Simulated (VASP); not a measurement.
# H2Pb (I4_1/amd) in VASP: settings compared

Aim: see how the results for H2Pb move with the level of theory and the settings. Levels: PBEsol, r2SCAN+rVV10. Tasks: single point, relaxation of cell and atoms.

All numbers are computed with VASP 6.6.1; they aren't measurements. Logs are shortened: lines on timing, memory, paths and dates and some standing lists are left out, and cuts for length are marked.

## 1. The cell of the first run

It takes space group I4_1/amd (No. 141, tetragonal). Conventional cell: a = 4.242 Å, b = 4.242 Å, c = 12.030 Å, α = 90.00°, β = 90.00°, γ = 90.00°. Within 2.9 Å of Pb (site symmetry -4m2) lie 6 H at 2.21 to 2.38 Å. H (site symmetry 2mm) has 3 Pb at 2.21 to 2.38 Å and 2 H at 2.75 Å within 2.9 Å.

## 2. Single point, PBEsol

INCAR reads:

```
SYSTEM = H2Pb
PREC = Accurate ; ENCUT = 520
EDIFF = 1E-6 ; ISMEAR = -1
SIGMA = 0.03 ; LREAL = .FALSE.
LASPH = .TRUE. ; NELM = 60
ALGO = Normal ; ISIF = 2
LWAVE = .FALSE. ; LCHARG = .FALSE.
GGA = PS ; NBANDS = 25
```

KPOINTS reads:

```
Automatic mesh
0
G
  8 8 8
  0 0 0
```

POSCAR reads:

```
H2Pb
1.0
   -2.1209188297      2.1209188297      6.0148206158
    2.1209188297     -2.1209188297      6.0148206158
    2.1209188297      2.1209188297     -6.0148206158
Pb H
2 4
Direct
    0.7500000000      0.2500000000      0.5000000000
    0.0000000000      0.0000000000      0.0000000000
    0.5525309081      0.0525309081      0.5000000000
    0.8025309081      0.8025309081      0.0000000000
    0.1974690919      0.1974690919      0.0000000000
    0.9474690919      0.4474690919      0.5000000000
```

Potentials or basis: VASP PAW PBE potentials, release 64 (Pb_d, H).

On the command line:

```bash
$ cat potpaw_PBE.64/Pb_d/POTCAR potpaw_PBE.64/H/POTCAR > POTCAR
$ mpirun -np 1 vasp_std > vasp.out
```

OUTCAR:

```text
SYSTEM = H2Pb
   PREC = Accurate
   ENCUT = 520
   EDIFF = 1E-6
   ISMEAR = -1
   LREAL = .FALSE.
   LASPH = .TRUE.
   NELM = 60
   ISIF = 2
   GGA = PS

 ion  position               nearest neighbor table
   1  0.750  0.250  0.500-   4 2.21   5 2.21   4 2.21   5 2.21   3 2.38   6 2.38   2 3.68   2 3.68
                             2 3.68   2 3.68
   2  0.000  0.000  0.000-   3 2.21   6 2.21   3 2.21   6 2.21   5 2.38   4 2.38   1 3.68   1 3.68
                             1 3.68   1 3.68
   3  0.553  0.053  0.500-   2 2.21   2 2.21   1 2.38
   4  0.803  0.803  0.000-   1 2.21   1 2.21   2 2.38
   5  0.197  0.197  0.000-   1 2.21   1 2.21   2 2.38
   6  0.947  0.447  0.500-   2 2.21   2 2.21   1 2.38

  LATTYP: Found a body centered tetragonal cell.
 ALAT       =     4.2418376594
 C/A-ratio  =     2.8359504058

  Lattice vectors:

 A1 = (  -2.1209188297,   2.1209188297,   6.0148206158)
 A2 = (   2.1209188297,  -2.1209188297,   6.0148206158)
 A3 = (   2.1209188297,   2.1209188297,  -6.0148206158)

Analysis of symmetry for initial positions (statically):
=====================================================================
 Subroutine PRICEL returns:
 Original cell was already a primitive cell.

 Routine SETGRP: Setting up the symmetry group for a
 body centered tetragonal supercell.

 Subroutine GETGRP returns: Found 16 space group operations
 (whereof  8 operations were pure point group operations)
 out of a pool of 16 trial point group operations.

The static configuration has the point symmetry D_2d.
 The point group associated with its full space group is D_4h.

Analysis of symmetry for dynamics (positions and initial velocities):
=====================================================================
 Subroutine PRICEL returns:
 Original cell was already a primitive cell.

 Routine SETGRP: Setting up the symmetry group for a
 body centered tetragonal supercell.

 Subroutine GETGRP returns: Found 16 space group operations
 (whereof  8 operations were pure point group operations)
 out of a pool of 16 trial point group operations.

The dynamic configuration has the point symmetry D_2d.
 The point group associated with its full space group is D_4h.

 Subroutine INISYM returns: Found 16 space group operations
 (whereof  8 operations are pure point group operations),
 and found     1 'primitive' translations

----------------------------------------------------------------------------------------

                                     Primitive cell
[... 102 lines left out ...]
   NSW    =      0    number of steps for IOM
   IBRION =     -1    ionic relax: 0-MD 1-quasi-New 2-CG
   NFREE  =      0    steps in history (QN), initial steepest desc. (CG)
   ISIF   =      2    stress and relaxation
   ISYM   =      2    0-nonsym 1-usesym 2-fastsym
   POTIM  = 0.5000    time-step for ionic-motion
   TEBEG  =    0.0;   TEEND  =   0.0 temperature during run
   PSTRESS=    0.0 pullay stress
   NELECT =      32.0000    total number of electrons
   NUPDOWN=      -1.0000    fix difference up-down
   EMIN   =  10.00;   EMAX   =-10.00  energy-range for DOS
   EFERMI =   0.00;   METHOD = LEGACY
   ISMEAR =    -1;   SIGMA  =   0.03  broadening in eV -4-tet -1-fermi 0-gaus
   EFERMI_NEDOS =   21; number of points for ismear=-14 and -15
   IALGO  =     38    algorithm
   IMIX   =      4    mixing-type and parameters
     AMIX     =   0.40;   BMIX     =  1.00
     AMIX_MAG =   1.60;   BMIX_MAG =  1.00
  volume/ion in A,a.u.               =      18.04       121.72
  Fermi-wavevector in a.u.,A,eV,Ry     =   1.090640  2.061010 16.184056  1.189495
  Thomas-Fermi vector in A             =   2.226868
   LORBIT       =      0    0 simple, 1 ext, 2 COOP (PROOUT), +10 PAW based schemes
   GGA     = PS    functional components
   LHFCALC =     F    Hartree Fock is set to
   AEXX    =    0.0000 exact exchange contribution
   IVDW    =     0    specifies the selected vdW correction
   LEPSILON=     F    determine dielectric tensor
   LRPA    =     F    only Hartree local field effects (RPA)
 non-spin polarized calculation
  energy-cutoff  :      520.00
  volume of cell :      108.23
 maximum number of plane-waves:      2935
 NGX is ok and might be reduce to    50
   NGX = 25   NGY = 25   NGZ = 25

 number of electron      32.0000003 magnetization

 Free energy of the ion-electron system (eV)
  ---------------------------------------------------
  ext. energy  EPLUGINS =         0.00000000
  ---------------------------------------------------
  free energy    TOTEN  =       -18.41670922 eV

  energy without entropy =      -18.41460666  energy(sigma->0) =      -18.41565794

 E-fermi :   3.3685     XC(G=0):  -8.2630

 val. band max:        3.3020773175   @ k =   0.1250   0.0000  -0.0000
 cond. band min:       3.3905412479   @ k =   0.5000   0.5000   0.5000
 fundamental gap:      0.0884639304
 Fermi energy:         3.3684502304

 k-point     1 :       0.0000    0.0000    0.0000
  band No.  band energies     occupation
      1     -14.0193      2.00000
      2     -14.0042      2.00000
      3     -13.9940      2.00000
      4     -13.9630      2.00000
      5     -13.9630      2.00000
      6     -13.9532      2.00000
[... 661 lines left out ...]
     24      10.2673      0.00000
     25      12.2178      0.00000

 [... further k-points ...]

------------------------ aborting loop because EDIFF is reached ----------------------------------------

  FORCE on cell =-STRESS in cart. coord.  units (eV):
  Direction    XX          YY          ZZ          XY          YZ          ZX
  --------------------------------------------------------------------------------------
  -------------------------------------------------------------------------------------
  Total       -0.0833440     -0.0833440     -0.0587603      0.0000000      0.0000000      0.0000000
  in kB       -1.2338265     -1.2338265     -0.8698896      0.0000000      0.0000000      0.0000000
  external PRESSURE =      -1.1125142 kB  Pullay stress =       0.0000000 kB

 VOLUME and BASIS-vectors are now :
 -----------------------------------------------------------------------------
  energy-cutoff  :      520.00
  volume of cell :      108.23
      direct lattice vectors                 reciprocal lattice vectors
    -2.120918830  2.120918830  6.014820616     0.000000000  0.235746881  0.083127999
     2.120918830 -2.120918830  6.014820616     0.235746881  0.000000000  0.083127999
     2.120918830  2.120918830 -6.014820616     0.235746881  0.235746881  0.000000000

 POSITION                                       TOTAL-FORCE (eV/Angst)
 -----------------------------------------------------------------------------------
      0.00000      2.12092      3.00741         0.000000      0.000000     -0.000000
      0.00000      0.00000      0.00000         0.000000      0.000000     -0.000000
      0.00000      2.12092      0.63193         0.000000     -0.000000     -0.000539
      0.00000      0.00000      9.65416        -0.000000      0.000000     -0.000539
      0.00000      0.00000      2.37548        -0.000000      0.000000      0.000539
      0.00000      2.12092      5.38289         0.000000     -0.000000      0.000539
 -----------------------------------------------------------------------------------
    total drift:                               -0.000000     -0.000000      0.000000

  FREE ENERGIE OF THE ION-ELECTRON SYSTEM (eV)
  ---------------------------------------------------
  free  energy   TOTEN  =       -18.4167092231 eV

  energy  without entropy=      -18.4146066570  energy(sigma->0) =      -18.41565794
```

OSZICAR:

```text
N       E                     dE             d eps       ncg     rms          rms(c)
DAV:   1     0.308076038405E+03    0.30808E+03   -0.14604E+04  2950   0.130E+03
DAV:   2     0.635566274330E+01   -0.30172E+03   -0.28922E+03  3007   0.361E+02
DAV:   3    -0.182941232799E+02   -0.24650E+02   -0.23995E+02  3855   0.126E+02
DAV:   4    -0.192474906342E+02   -0.95337E+00   -0.95114E+00  3361   0.291E+01
DAV:   5    -0.192953420478E+02   -0.47851E-01   -0.47848E-01  4471   0.599E+00    0.463E+00
DAV:   6    -0.185589940679E+02    0.73635E+00   -0.37861E-01  4029   0.577E+00    0.205E+00
DAV:   7    -0.184091549596E+02    0.14984E+00   -0.45477E-01  4389   0.365E+00    0.494E-01
DAV:   8    -0.184169679201E+02   -0.78130E-02   -0.56424E-02  3543   0.254E+00    0.210E-01
DAV:   9    -0.184164172575E+02    0.55066E-03   -0.48671E-03  3762   0.985E-01    0.892E-02
DAV:  10    -0.184166179961E+02   -0.20074E-03   -0.11251E-03  3531   0.204E-01    0.263E-02
DAV:  11    -0.184167234261E+02   -0.10543E-03   -0.32946E-04  3390   0.124E-01    0.274E-02
DAV:  12    -0.184167094976E+02    0.13929E-04   -0.38260E-05  3594   0.625E-02    0.860E-03
DAV:  13    -0.184167092231E+02    0.27447E-06   -0.59992E-06  2835   0.995E-03
   1 F= -.18416709E+02 E0= -.18415658E+02  d E =-.210257E-02
```

Run time: 3.9 min. Hardware: 1 thread of Intel Xeon Platinum 8488C (Sapphire Rapids), shared host; peak memory 0.42 GiB.

Results:

| Property | Result |
| --- | --- |
| Free energy | -18.4167 eV |
| Pressure | -0.1 GPa |
| Band gap on the k mesh | zero (bands 16 and 17 overlap by 1.17 eV) |

Caveat: the PAW data sets were made with another functional, which shifts forces and pressure a little; spin-orbit coupling is left out, which moves the levels of the heavy elements.

[end of part 1 of 2]

The gap in the log of VASP goes by the Fermi energy; the results here count the filled bands.